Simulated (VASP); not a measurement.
# Sn5H2 in VASP: a series of runs

Sn5H2 is run at these levels: PBEsol; tasks: relaxation of the atoms, single point.

All numbers are computed with VASP 6.6.1; they aren't measurements. Logs are shortened: lines on timing, memory, paths and dates and some standing lists are left out, and cuts for length are marked.

**1. The cell of the first run**

The cell holds a slab with vacuum, 14 atoms: a = 9.251 Å, b = 4.626 Å, c = 20.408 Å, α = 90.00°, β = 90.00°, γ = 90.00°.

**2. Relaxation of the atoms, PBEsol**

Input file INCAR:

```
PREC = Accurate
ENCUT = 450
EDIFF = 1E-7
ISMEAR = 0
SIGMA = 0.05
LREAL = F
LASPH = T
NELM = 120
ALGO = Normal
ISIF = 2
LWAVE = F
LCHARG = F
LDIPOL = T
IDIPOL = 3
DIPOL = 0.5 0.5 0.344
GGA = PS
IBRION = 2
NSW = 50
EDIFFG = -0.03
GGA_COMPAT = F
NELMIN = 4
NELMDL = -8
KPAR = 4
```

Input file KPOINTS:

```
regular mesh
0
Gamma
  3 6 1
```

Input file POSCAR:

```
Sn5H2
1.0
    9.2511606991      0.0000000000      0.0000000000
    0.0000000000      4.6255803495      0.0000000000
    0.0000000000      0.0000000000     20.4076949379
Sn H
10 4
Selective dynamics
Direct
    0.5000000000      0.0000000000      0.2457963278  F F F
    0.0000000000      0.0000000000      0.2457963278  F F F
    0.7500000000      0.0000000000      0.3259322579  F F F
    0.2500000000      0.0000000000      0.3259322579  F F F
    0.7497429272      0.5000000000      0.4061290380  T T T
    0.2509070354      0.5000000000      0.4023914351  T T T
   -0.0009651466      0.5000000000      0.4915332180  T T T
    0.4963138555      0.5000000000      0.4838628255  T T T
    0.1589518511      0.0000000000      0.5259590166  T T F
    0.4553430183      0.0000000000      0.5758911625  T T F
    0.5092148627      0.3035343313      0.1962100729  F F F
    0.5092148627     -0.3035343313      0.1962100729  F F F
   -0.0092148627     -0.3035343313      0.1962100729  F F F
   -0.0092148627      0.3035343313      0.1962100729  F F F
```

Potentials or basis: VASP PAW PBE potentials, release 64 (Sn_d, H).

The run is started by

```console
> cat potpaw_PBE.64/Sn_d/POTCAR potpaw_PBE.64/H/POTCAR > POTCAR
> mpirun -np 4 vasp_std > vasp.out
```

OUTCAR:

```text
PREC = Accurate
   ENCUT = 450
   EDIFF = 1E-7
   ISMEAR = 0
   LREAL = F
   LASPH = T
   NELM = 120
   ISIF = 2
   GGA = PS
   IBRION = 2
   NSW = 50
   EDIFFG = -0.03
   NELMIN = 4
   NELMDL = -8

 ion  position               nearest neighbor table
   1  0.500  0.000  0.246-  11 1.73  12 1.73   3 2.83   4 2.83
   2  0.000  0.000  0.246-  13 1.73  14 1.73   3 2.83   4 2.83
   3  0.750  0.000  0.326-   1 2.83   2 2.83   5 2.83   5 2.83
   4  0.250  0.000  0.326-   6 2.79   6 2.79   1 2.83   2 2.83
   5  0.750  0.500  0.406-   8 2.83   3 2.83   3 2.83   7 2.89
   6  0.251  0.500  0.402-   4 2.79   4 2.79   8 2.81   7 2.96   9 3.53   9 3.53
   7  0.999  0.500  0.492-   9 2.83   9 2.83   5 2.89   6 2.96
   8  0.496  0.500  0.484-   6 2.81   5 2.83  10 3.00  10 3.00
   9  0.159  0.000  0.526-   7 2.83   7 2.83  10 2.93   6 3.53   6 3.53
  10  0.455  0.000  0.576-   9 2.93   8 3.00   8 3.00
  11  0.509  0.304  0.196-   1 1.73
  12  0.509  0.696  0.196-   1 1.73
  13  0.991  0.696  0.196-   2 1.73
  14  0.991  0.304  0.196-   2 1.73

  LATTYP: Found a simple orthorhombic cell.
 ALAT       =     4.6255803495
 B/A-ratio  =     2.0000000000
 C/A-ratio  =     4.4119209690

  Lattice vectors:

 A1 = (   0.0000000000,  -4.6255803495,   0.0000000000)
 A2 = (   9.2511606991,   0.0000000000,   0.0000000000)
 A3 = (   0.0000000000,   0.0000000000,  20.4076949379)

Analysis of symmetry for initial positions (statically):
=====================================================================
 Subroutine PRICEL returns:
 Original cell was already a primitive cell.

 Routine SETGRP: Setting up the symmetry group for a
 simple orthorhombic supercell.

 Subroutine GETGRP returns: Found  2 space group operations
 (whereof  2 operations were pure point group operations)
 out of a pool of  8 trial point group operations.

The static configuration has the point symmetry C_1h.

Analysis of symmetry for dynamics (positions and initial velocities):
=====================================================================
 Subroutine PRICEL returns:
 Original cell was already a primitive cell.

 Routine SETGRP: Setting up the symmetry group for a
 simple orthorhombic supercell.

 Subroutine GETGRP returns: Found  2 space group operations
 (whereof  2 operations were pure point group operations)
 out of a pool of  8 trial point group operations.

The dynamic configuration has the point symmetry C_1h.

Analysis of constrained symmetry for selective dynamics:
=====================================================================
 Subroutine PRICEL returns:
 Original cell was already a primitive cell.

 Routine SETGRP: Setting up the symmetry group for a
 simple orthorhombic supercell.

 Subroutine GETGRP returns: Found  2 space group operations
 (whereof  2 operations were pure point group operations)
 out of a pool of  8 trial point group operations.

The constrained configuration has the point symmetry C_1h.

 Subroutine INISYM returns: Found  2 space group operations
 (whereof  2 operations are pure point group operations),
 and found     1 'primitive' translations

----------------------------------------------------------------------------------------

                                     Primitive cell

  volume of cell :     873.2858

  direct lattice vectors                    reciprocal lattice vectors
     9.251160699  0.000000000  0.000000000     0.108094544  0.000000000  0.000000000
     0.000000000  4.625580349  0.000000000     0.000000000  0.216189089  0.000000000
     0.000000000  0.000000000 20.407694938     0.000000000  0.000000000  0.049001124

  length of vectors
     9.251160699  4.625580349 20.407694938     0.108094544  0.216189089  0.049001124

  position of ions in fractional coordinates (direct lattice)
     0.500000000  0.000000000  0.245796328
     0.000000000  0.000000000  0.245796328
     0.750000000  0.000000000  0.325932258
     0.250000000  0.000000000  0.325932258
     0.749742927  0.500000000  0.406129038
     0.250907035  0.500000000  0.402391435
     0.999034853  0.500000000  0.491533218
     0.496313855  0.500000000  0.483862825
     0.158951851  0.000000000  0.525959017
     0.455343018  0.000000000  0.575891162
     0.509214863  0.303534331  0.196210073
     0.509214863  0.696465669  0.196210073
     0.990785137  0.696465669  0.196210073
     0.990785137  0.303534331  0.196210073

  ion indices of the primitive-cell ions
   primitive index   ion index
                 1           1
                 2           2
                 3           3
                 4           4
                 5           5
                 6           6
                 7           7
                 8           8
                 9           9
                10          10
                11          11
                12          12
                13          13
                14          14

[... 57 lines left out ...]
   NSW    =     50    number of steps for IOM
   IBRION =      2    ionic relax: 0-MD 1-quasi-New 2-CG
   NFREE  =      1    steps in history (QN), initial steepest desc. (CG)
   ISIF   =      2    stress and relaxation
   ISYM   =      2    0-nonsym 1-usesym 2-fastsym
   POTIM  = 0.5000    time-step for ionic-motion
   TEBEG  =    0.0;   TEEND  =   0.0 temperature during run
   PSTRESS=    0.0 pullay stress
   NELECT =     144.0000    total number of electrons
   NUPDOWN=      -1.0000    fix difference up-down
   EMIN   =  10.00;   EMAX   =-10.00  energy-range for DOS
   EFERMI =   0.00;   METHOD = LEGACY
   ISMEAR =     0;   SIGMA  =   0.05  broadening in eV -4-tet -1-fermi 0-gaus
   EFERMI_NEDOS =   21; number of points for ismear=-14 and -15
   IALGO  =     38    algorithm
   IMIX   =      4    mixing-type and parameters
     AMIX     =   0.40;   BMIX     =  1.00
     AMIX_MAG =   1.60;   BMIX_MAG =  1.00
  volume/ion in A,a.u.               =      62.38       420.94
  Fermi-wavevector in a.u.,A,eV,Ry     =   0.897725  1.696455 10.965084  0.805911
  Thomas-Fermi vector in A             =   2.020346
   LORBIT       =      0    0 simple, 1 ext, 2 COOP (PROOUT), +10 PAW based schemes
   GGA     = PS    functional components
   LHFCALC =     F    Hartree Fock is set to
   AEXX    =    0.0000 exact exchange contribution
   IVDW    =     0    specifies the selected vdW correction
   LEPSILON=     F    determine dielectric tensor
   LRPA    =     F    only Hartree local field effects (RPA)
 conjugate gradient relaxation of ions
 non-spin polarized calculation
 Gauss-broadening in eV      SIGMA  =   0.05
  energy-cutoff  :      450.00
  volume of cell :      873.29
 maximum number of plane-waves:     19016
   NGX = 33   NGY = 17   NGZ = 71

--------------------------------------- Ionic step        1  -------------------------------------------

 number of electron     144.0000073 magnetization

 Free energy of the ion-electron system (eV)
  ---------------------------------------------------
  ext. energy  EPLUGINS =         0.00000000
  ---------------------------------------------------
  free energy    TOTEN  =       -51.91055180 eV

  energy without entropy =      -51.90949293  energy(sigma->0) =      -51.91002237

------------------------ aborting loop because EDIFF is reached ----------------------------------------

  FORCE on cell =-STRESS in cart. coord.  units (eV):
  Direction    XX          YY          ZZ          XY          YZ          ZX
  --------------------------------------------------------------------------------------
  -------------------------------------------------------------------------------------
  Total       -2.8523638      0.4483380     -1.0186358      0.0000000      0.0000000     -0.0469937
  in kB       -5.2331006      0.8225451     -1.8688442      0.0000000      0.0000000     -0.0862172
  external PRESSURE =      -2.0931333 kB  Pullay stress =       0.0000000 kB
[... 125 lines left out ...]
  FREE ENERGIE OF THE ION-ELECTRON SYSTEM (eV)
  ---------------------------------------------------
  free  energy   TOTEN  =       -51.9697510404 eV

  energy  without entropy=      -51.9697507004  energy(sigma->0) =      -51.96975087

[... ionic steps 4 to 9 ...]

--------------------------------------- Ionic step       10  -------------------------------------------

 number of electron     144.0000052 magnetization

------------------------ aborting loop because EDIFF is reached ----------------------------------------
[... 91 lines left out ...]
--------------------------------------- Ionic step       12  -------------------------------------------

 number of electron     144.0000051 magnetization

 dipolmoment           0.000000      0.000000     -0.054587 electrons x Angstroem

 Free energy of the ion-electron system (eV)
  ---------------------------------------------------
  ext. energy  EPLUGINS =         0.00000000
  ---------------------------------------------------
  free energy    TOTEN  =       -51.99403036 eV

  energy without entropy =      -51.99403036  energy(sigma->0) =      -51.99403036

 E-fermi :  -0.5455     XC(G=0):  -4.3777

 val. band max:       -0.7583330912   @ k =   0.3333   0.0000   0.0000
 cond. band min:      -0.3320302381   @ k =   0.3333   0.0000   0.0000
 fundamental gap:      0.4263028531
 Fermi energy:        -0.5454996288

 k-point     1 :       0.0000    0.0000    0.0000
  band No.  band energies     occupation
      1     -22.2467      2.00000
      2     -22.2033      2.00000
      3     -22.1585      2.00000
      4     -22.1484      2.00000
      5     -22.1156      2.00000
      6     -21.9556      2.00000
[... 685 lines left out ...]
     83       2.9472      0.00000
     84       3.3354      0.00000
 [bands above 84 left out]

------------------------ aborting loop because EDIFF is reached ----------------------------------------

 vacuum level on the upper side and lower side of the slab       (xc-potential included)        -0.338        -0.020

  FORCE on cell =-STRESS in cart. coord.  units (eV):
  Direction    XX          YY          ZZ          XY          YZ          ZX
  --------------------------------------------------------------------------------------
  -------------------------------------------------------------------------------------
  Total       -2.6788832      0.5390636     -1.0720355      0.0000000      0.0000000     -0.0698706
  in kB       -4.9148238      0.9889953     -1.9668143      0.0000000      0.0000000     -0.1281883
  external PRESSURE =      -1.9642143 kB  Pullay stress =       0.0000000 kB
[... 29 lines left out ...]
  FREE ENERGIE OF THE ION-ELECTRON SYSTEM (eV)
  ---------------------------------------------------
  free  energy   TOTEN  =       -51.9940303621 eV

  energy  without entropy=      -51.9940303620  energy(sigma->0) =      -51.99403036

 reached required accuracy - stopping structural energy minimisation

 vacuum level on the upper side and lower side of the slab         3.536         3.860
```

Run time: 19 min. Hardware: 4 MPI ranks of Intel Xeon 6975P-C (Granite Rapids), shared host; peak memory 0.92 GiB.

What came out:

```
Free energy               : -51.9940 eV
Energy gained by relaxing : 6.0 meV/atom
Ionic steps               : 12
Band gap on the k mesh    : 0.43 eV
```

Step by step:
| step | energy change (eV) | largest force on free atoms (eV/Å) | pressure (GPa) |
| --- | --- | --- | --- |
| 1 | 0.0000 | 0.8493 | -0.21 |
| 2 | -0.0340 | 0.5746 | -0.22 |
| 3 | -0.0592 | 0.3244 | -0.22 |
| 4 | -0.0594 | 0.3414 | -0.22 |
| 5 | -0.0714 | 0.2191 | -0.21 |
| 6 | -0.0781 | 0.1289 | -0.20 |
| 7 | -0.0803 | 0.0581 | -0.21 |
| 8 | -0.0806 | 0.0674 | -0.21 |
| 9 | -0.0816 | 0.0430 | -0.21 |
| 10 | -0.0823 | 0.0578 | -0.21 |
| 11 | -0.0832 | 0.0358 | -0.20 |
| 12 | -0.0835 | 0.0240 | -0.20 |

Final structure:
```xyz
14
Lattice="9.2512 0.0000 0.0000 0.0000 4.6256 0.0000 0.0000 0.0000 20.4077" Properties=species:S:1:pos:R:3 pbc="T T T"
Sn    4.6256    0.0000    5.0161
Sn    0.0000    0.0000    5.0161
Sn    6.9384    0.0000    6.6515
Sn    2.3128    0.0000    6.6515
Sn    6.8916    2.3128    8.3244
Sn    2.3950    2.3128    8.2492
Sn    0.0025    2.3128   10.0037
Sn    4.5948    2.3128   10.0488
Sn    1.4746    0.0000   10.7336
Sn    4.1551    0.0000   11.7526
H     4.7108    1.4040    4.0042
H     4.7108    3.2216    4.0042
H     9.1659    3.2216    4.0042
H     9.1659    1.4040    4.0042
```

Caveat: the PAW data sets were made with another functional, which shifts forces and pressure a little; spin-orbit coupling is left out, which moves the levels of the heavy elements.

**3. Single point, PBEsol**

Input file INCAR:

```
PREC     = Accurate       # precision mode
ENCUT    = 520            # plane-wave cutoff, eV
EDIFF    = 1E-6           # SCF threshold, eV
ISMEAR   = 0              # smearing method
SIGMA    = 0.05           # smearing width, eV
LREAL    = False          # projectors in reciprocal space
LASPH    = True           # aspherical terms in the spheres
NELM     = 100            # most SCF steps
ALGO     = Normal         # electronic algorithm
ISIF     = 2              # what is computed and relaxed
LWAVE    = False          # write WAVECAR
LCHARG   = True           # write CHGCAR
LDIPOL   = True         
IDIPOL   = 3            
DIPOL    = 0.5 0.5 0.343
GGA      = PS             # functional
LELF     = True           # ELF
LVHAR    = True         
LVACPOTAV= True         
NBANDS   = 85             # bands
```

KPOINTS is that of step 2.

Input file POSCAR:

```
Sn5H2
1.0
    9.2511606991      0.0000000000      0.0000000000
    0.0000000000      4.6255803495      0.0000000000
    0.0000000000      0.0000000000     20.4076949379
Sn H
10 4
Direct
    0.5000000000      0.0000000000      0.2457963278
    0.0000000000      0.0000000000      0.2457963278
    0.7500000000      0.0000000000      0.3259322579
    0.2500000000      0.0000000000      0.3259322579
    0.7547684039      0.5000000000      0.4059970588
    0.2364866159      0.5000000000      0.4021130621
   -0.0026283420      0.5000000000      0.4950082143
    0.4926340809      0.5000000000      0.4755935799
    0.1467922043      0.0000000000      0.5387483101
    0.4551367642      0.0000000000      0.5515376036
    0.5092148627      0.3035343313      0.1962100729
    0.5092148627     -0.3035343313      0.1962100729
   -0.0092148627     -0.3035343313      0.1962100729
   -0.0092148627      0.3035343313      0.1962100729
```

Potentials or basis: VASP PAW PBE potentials, release 64 (Sn_d, H).

The run is started by

```console
> cat potpaw_PBE.64/Sn_d/POTCAR potpaw_PBE.64/H/POTCAR > POTCAR
> mpirun -np 1 vasp_std > vasp.out
```

Wall time 13 min (1 thread of AMD EPYC 9R45 (Zen 5), shared host); peak memory 0.96 GiB.

It converged, with:

| Item | Value |
| --- | --- |
| Free energy | -51.6660 eV |
| Largest force | 0.683 eV/Å |
| Band gap on the k mesh | zero (bands 72 and 73 overlap by 0.04 eV) |

Forces on the atoms (eV/Å):
```
Sn  -0.015  0.000  0.172
Sn  -0.025  0.000  0.077
Sn   0.254  0.000 -0.059
Sn  -0.226  0.000 -0.509
Sn   0.000  0.000 -0.002
Sn  -0.009  0.000  0.005
Sn   0.013  0.000 -0.005
Sn  -0.003  0.000  0.000
Sn   0.011  0.000 -0.406
Sn  -0.009  0.000  0.683
H   -0.014 -0.022  0.021
H   -0.014  0.022  0.021
H    0.019  0.038  0.001
H    0.019 -0.038  0.001
```

Levels at points of the mesh, in eV from the Fermi level:
| k point | band 70 | band 71 | band 72 | band 73 | band 74 | band 75 |
| --- | --- | --- | --- | --- | --- | --- |
| (0.00, 0.00, 0.00) | -0.77 | -0.63 | -0.49 | -0.01 | 0.54 | 0.90 |
| (0.00, 0.50, 0.00) | -1.12 | -0.87 | -0.74 | -0.04 | 0.26 | 1.40 |

Caveat: the PAW data sets were made with another functional, which shifts forces and pressure a little; spin-orbit coupling is left out, which moves the levels of the heavy elements.

**4. Single point, PBEsol**

Input file INCAR:

```
ALGO     = Normal         # electronic algorithm
DIPOL    = 0.5 0.5 0.341
EDIFF    = 1E-6           # SCF threshold, eV
ENCUT    = 520            # plane-wave cutoff, eV
GGA      = PS             # functional
IDIPOL   = 3            
ISIF     = 2              # what is computed and relaxed
ISMEAR   = 0              # smearing method
LASPH    = T              # aspherical terms in the spheres
LCHARG   = F              # write CHGCAR
LDIPOL   = T            
LREAL    = F              # projectors in reciprocal space
LWAVE    = F              # write WAVECAR
NBANDS   = 85             # bands
NELM     = 100            # most SCF steps
PREC     = Accurate       # precision mode
SIGMA    = 0.05           # smearing width, eV
```

Input file KPOINTS:

```
k-points
0
Gamma
  3 6 1
```

Input file POSCAR:

```
Sn5H2
1.0
    9.2511606991      0.0000000000      0.0000000000
    0.0000000000      4.6255803495      0.0000000000
    0.0000000000      0.0000000000     20.4076949379
Sn H
10 4
Direct
    0.5000000000      0.0000000000      0.2457963278
    0.0000000000      0.0000000000      0.2457963278
    0.7500000000      0.0000000000      0.3259322579
    0.2500000000      0.0000000000      0.3259322579
    0.7559758232      0.5000000000      0.4034832180
    0.2294817462      0.5000000000      0.4019147454
   -0.0102654583      0.5000000000      0.4928680145
    0.4939601892      0.5000000000      0.4703196335
    0.1262665129      0.0000000000      0.5387483101
    0.4336992725      0.0000000000      0.5387483101
    0.5092148627      0.3035343313      0.1962100729
    0.5092148627     -0.3035343313      0.1962100729
   -0.0092148627     -0.3035343313      0.1962100729
   -0.0092148627      0.3035343313      0.1962100729
```

The run is started by

```console
> cat potpaw_PBE.64/Sn_d/POTCAR potpaw_PBE.64/H/POTCAR > POTCAR
> mpirun -np 1 vasp_std > vasp.out
```

It took 12 min on 1 thread of AMD EPYC 9R45 (Zen 5), shared host; peak memory 0.96 GiB.

It converged, with:

| Item | Value |
| --- | --- |
| Free energy | -51.5123 eV |
| Largest force | 0.650 eV/Å |
| Band gap on the k mesh | zero (bands 72 and 73 overlap by 0.38 eV) |

Forces on the atoms (eV/Å):
```
Sn  -0.007  0.000  0.138
Sn   0.000  0.000  0.066
Sn   0.192  0.000 -0.291
Sn  -0.170  0.000 -0.551
Sn   0.002  0.000 -0.001
Sn  -0.009  0.000 -0.014
Sn  -0.009  0.000 -0.003
Sn   0.012  0.000  0.008
Sn   0.006  0.000 -0.047
Sn  -0.014  0.000  0.650
H   -0.016 -0.012  0.022
H   -0.016  0.012  0.022
H    0.014  0.025  0.001
H    0.014 -0.025  0.001
```

Levels at points of the mesh, in eV from the Fermi level:
```csv
k point,band 68,band 69,band 70,band 71,band 72,band 73,band 74,band 75,band 76,band 77
"(0.00, 0.00, 0.00)",-1.22,-0.97,-0.84,-0.65,-0.40,-0.06,0.66,0.82,1.05,1.40
"(0.00, 0.50, 0.00)",-1.62,-1.59,-1.23,-0.85,-0.54,-0.15,0.33,1.45,1.54,1.98
```

Caveat: the PAW data sets were made with another functional, which shifts forces and pressure a little; spin-orbit coupling is left out, which moves the levels of the heavy elements.

**5. Overview**

```csv
task,cell,cutoff (eV),atoms held fixed (from 0),atoms held along some axes (from 0),gap on the mesh (eV),largest force (eV/Å)
relaxation of the atoms,"atoms relaxed, atomic positions A",450,"[0, 1, 2, 3, 10, 11, 12, 13]",atom 8 along c; atom 9 along c,0.43,-
single point,"as given, atomic positions B",520,-,-,none,0.68
single point,"as given, atomic positions C",520,-,-,none,0.65
```

Alike in all rows: level PBEsol; potentials or basis VASP PAW PBE potentials, release 64 (Sn_d, H); no spin polarisation; k mesh 3 × 6 × 1; smearing gaussian 0.05 eV.

Caveats: the PAW data sets were made with another functional, which shifts forces and pressure a little; spin-orbit coupling is left out, which moves the levels of the heavy elements.

Absolute energies hang on the potentials; compare differences alone.

The gap in the log of VASP goes by the Fermi energy; the results here count the filled bands.